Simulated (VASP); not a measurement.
Input of a VASP 6.6.1 run:

POSCAR

```
Sn
1.0
   -2.0017645706      2.0017645706      1.6383145356
    2.0017645706     -2.0017645706      1.6383145356
    2.0017645706      2.0017645706     -1.6383145356
Sn
1
Direct
    0.0000000000      0.0000000000      0.0000000000
```

Contents of INCAR.step1:

```
SYSTEM = Sn
ALGO     = Normal         ! electronic algorithm
EDIFF    = 1E-4           ! SCF threshold, eV
ENCUT    = 520            ! plane-wave cutoff, eV
GGA      = PE             ! functional
ISMEAR   = -1             ! smearing method
LASPH    = .True.         ! aspherical terms in the spheres
LCHARG   = .False.        ! write CHGCAR
LREAL    = .False.        ! projectors in reciprocal space
LWAVE    = .True.         ! write WAVECAR
NBANDS   = 13             ! bands
NELM     = 60             ! most SCF steps
PREC     = Accurate       ! precision mode
SIGMA    = 0.05           ! smearing width, eV
```

File INCAR.step2:

```
SYSTEM = Sn
ALGO     = Normal         ! electronic algorithm
EDIFF    = 1E-6           ! SCF threshold, eV
ENCUT    = 520            ! plane-wave cutoff, eV
ISIF     = 2              ! what is computed and relaxed
ISMEAR   = -1             ! smearing method
ISTART   = 1            
LASPH    = .True.         ! aspherical terms in the spheres
LCHARG   = .False.        ! write CHGCAR
LMIXTAU  = .True.       
LREAL    = .False.        ! projectors in reciprocal space
LWAVE    = .False.        ! write WAVECAR
METAGGA  = R2SCAN         ! meta-GGA
NBANDS   = 13             ! bands
NELM     = 60             ! most SCF steps
PREC     = Accurate       ! precision mode
SIGMA    = 0.05           ! smearing width, eV
```

File KPOINTS:

```
k-points
0
Gamma
  10 10 10
  0 0 0
```

Potentials or basis: VASP PAW PBE potentials, release 64 (Sn_d).

Command:

```bash
$ cat potpaw_PBE.64/Sn_d/POTCAR > POTCAR
$ cp INCAR.step1 INCAR
$ mpirun -np 1 vasp_std > vasp.out
$ cp INCAR.step2 INCAR
$ mpirun -np 1 vasp_std > vasp.out
```

Q: Estimate the band gap on the k mesh.

A: Zero (bands 7 and 8 overlap by 9.71 eV).

Q: Predict the pressure.

A: 1.8 GPa.

Stress tensor (GPa, compression positive):
```
1.32 0.00 0.00
0.00 1.32 0.00
0.00 0.00 2.63
```

Caveat: the PAW data sets were made with another functional, which shifts forces and pressure a little; spin-orbit coupling is left out, which moves the levels of the heavy elements.
